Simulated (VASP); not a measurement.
Set up this calculation in VASP 6.6.1, as the native input.

```
Task                   : single point
Functional             : LDA
Potentials or basis    : VASP PAW LDA potentials, release 64 (Pt_sv_GW)
Cutoff                 : 570 eV
k mesh                 : 15 × 15 × 8
Occupations            : fermi-dirac, width 0.1 eV
Spin                   : no spin polarisation
Dipole correction      : no
Further INCAR settings : ALGO = Normal; EDIFF = 1e-06; NBANDS = 25
```

The structure of Pt lies in POSCAR:

```
Pt
1.0
    2.7855747634      0.0000000000      0.0000000000
   -1.3927873817      2.4123785092      0.0000000000
    0.0000000000      0.0000000000      4.7780734028
Pt
2
Direct
    0.3333333333      0.6666666667      0.2500000000
    0.6666666667      0.3333333333      0.7500000000
```

This isn't the form of Pt at room conditions, which is fcc.

These files were run (other wordings do the same):

INCAR

```
SYSTEM = Pt
  PREC = Accurate
  ENCUT = 570
  EDIFF = 1E-6
  ISMEAR = -1
  SIGMA = 0.1
  LREAL = .FALSE.
  LASPH = .TRUE.
  NELM = 120
  ALGO = Normal
  ISIF = 2
  LWAVE = .FALSE.
  LCHARG = .TRUE.
  GGA = CA
  LELF = .TRUE.
  LVHAR = .TRUE.
  NBANDS = 25
  GGA_COMPAT = .FALSE.
```

KPOINTS

```
Automatic mesh
0
G
  15 15 8
  0 0 0
```

Potentials or basis: VASP PAW LDA potentials, release 64 (Pt_sv_GW).

Launch:

```console
$ cat potpaw_LDA.64/Pt_sv_GW/POTCAR > POTCAR
$ mpirun -np 1 vasp_std > vasp.out
```

Results of the run:

```
Pressure               : -19.1 GPa
Band gap on the k mesh : zero (bands 18 and 19 overlap by 1.18 eV)
```

Caveat: the cell stands under tension; spin-orbit coupling is left out, which moves the levels of the heavy elements.

It took 89 s on 1 thread of Intel(R) Xeon(R) Platinum 8259CL CPU @ 2.50GHz (Skylake/Cascade Lake), on a shared host, peak memory 0.22 GiB.
